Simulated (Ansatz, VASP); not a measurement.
Two plane-wave programs on Zn

The input INCAR:

```
SYSTEM = Zn
PREC = Accurate
ENCUT = 520
EDIFF = 1E-7
ISMEAR = 0
SIGMA = 0.15
LREAL = .FALSE.
LASPH = .TRUE.
NELM = 100
ALGO = Fast
ISIF = 2
LWAVE = .FALSE.
LCHARG = .FALSE.
GGA = PE
NBANDS = 12
```

Contents of KPOINTS:

```
regular mesh
0
G
  22 22 22
  0 0 0
```

The input POSCAR:

```
Zn
1.0
    0.2736340531      2.1444229306      2.1444229306
    2.1444229306      0.2736340531      2.1444229306
    2.1444229306      2.1444229306      0.2736340531
Zn
1
Direct
    0.0000000000      0.0000000000      0.0000000000
```

Input for Ansatz:

```yaml
crystal:
  lattice:
    - [0.2736340531, 2.1444229306, 2.1444229306]
    - [2.1444229306, 0.2736340531, 2.1444229306]
    - [2.1444229306, 2.1444229306, 0.2736340531]
  atoms:
    - { symbol: Zn, position: [0.0, 0.0, 0.0] }
basis:
  ecutwfc: 520.0
kpoints:
  mp_grid: { grid: [22, 22, 22] }
hamiltonian:
  xc: pbe
scf:
  occupations: { method: gaussian, width: 0.15 }
output:
  forces: true
  stress: true
  eigenvalues: true
  write_density: true
  write_potential: true
  elf: true
  volumetric_format: npy
```

Alike in both runs: task single point; functional PBE; k mesh 22 × 22 × 22; occupations gaussian, width 0.15 eV; no spin polarisation.

|  | VASP | Ansatz |
| --- | --- | --- |
| version | VASP 6.6.1 | Ansatz 0.2.0 |
| potentials or method | VASP PAW PBE potentials, release 64 (Zn), cutoff 520 eV | scalar-relativistic, plane waves, PAW |
| valence electrons in the cell | 12 | 12 |

Ansatz gave:

```
gap on the k mesh at the Fermi level (eV)                     : none
pressure (GPa)                                                : -1.7
traceless stress, the component that is largest in VASP (GPa) : 0.20
```

Q: Which values does VASP return?

A: gap on the k mesh at the Fermi level (eV): none; pressure (GPa): -1.4; traceless stress, the component that is largest in VASP (GPa): 0.10.

A gap of «none» marks a metal or a gap that the smearing closes.
